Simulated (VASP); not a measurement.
Wanted: the native input for a VASP 6.6.1 run.

```
Task                   : single point
Functional             : PBE
Potentials or basis    : VASP PAW PBE potentials, release 64 (Ge_d, Sb, Te)
Cutoff                 : 520 eV
k mesh                 : 1 × 1 × 1, shifted
Occupations            : fermi-dirac, width 0.05 eV
Spin                   : no spin polarisation
Dipole correction      : no
Further INCAR settings : LREAL = Auto; ALGO = Normal; EDIFF = 1e-06; NBANDS = 88; ISYM = 0
```

The structure of GeSb2Te4 lies in POSCAR:

```
GeSb2Te4
1.0
    8.5939450000      0.2310720000     -0.2051290000
    0.2310720000      8.7887650000      0.1461900000
   -0.2051290000      0.1461900000      9.2468640000
Ge Sb Te
3 6 12
Direct
    0.3610353899      0.9221438149      0.0313943867
    0.8366389374      0.8579674303      0.8846641034
    0.6413412025      0.0116499606      0.5184981170
    0.2971773014      0.1527805499      0.4247848453
    0.2532825391      0.6401528077      0.9035221730
    0.7508458587      0.3581092694      0.7567435042
    0.0349335211      0.7627799724      0.6314653351
    0.3848738053      0.5832429596      0.3469740109
    0.8097260233      0.6025555469      0.2245836744
    0.7437638549      0.6486137455      0.5676873470
    0.7300010227      0.0977460077      0.0230830572
    0.5500315161      0.8631331359      0.2776374760
    0.9437005662      0.1000558730      0.6296714416
    0.6223777595      0.2880683171      0.3872575632
    0.9852237543      0.3148070165      0.3649257008
    0.3588624177      0.0765804187      0.7433589158
    0.0626249912      0.7939249071      0.2941492726
    0.5862850661      0.7138482779      0.9224924893
    0.3152336376      0.4814941621      0.6353190584
    0.4053251090      0.3787815941      0.0999883694
    0.9657675329      0.4531467087      0.9819702562
```

One way to write it, as run:

INCAR

```
SYSTEM = GeSb2Te4
PREC = Accurate
ENCUT = 520
EDIFF = 1E-6
ISMEAR = -1
SIGMA = 0.05
LREAL = Auto
LASPH = .TRUE.
NELM = 80
ALGO = Normal
ISIF = 2
LWAVE = .FALSE.
LCHARG = .FALSE.
GGA = PE
NBANDS = 88
ISYM = 0
```

KPOINTS

```
Automatic mesh
0
Gamma
  1 1 1
  0.25 0.25 0.25
```

Potentials or basis: VASP PAW PBE potentials, release 64 (Ge_d, Sb, Te).

The run is started by

```sh
$ cat potpaw_PBE.64/Ge_d/POTCAR potpaw_PBE.64/Sb/POTCAR potpaw_PBE.64/Te/POTCAR > POTCAR
$ mpirun -np 1 vasp_std > vasp.out
```

It gave:

The pressure is 1.4 GPa and the largest force is 1.270 eV/Å.

Caveat: the k points lie up to 0.73 Å⁻¹ apart; the atoms stand as in a frame of molecular dynamics.

It took 90 s on 1 thread of Intel(R) Xeon(R) 6975P-C (Granite Rapids) (shared host), peak memory 0.63 GiB.
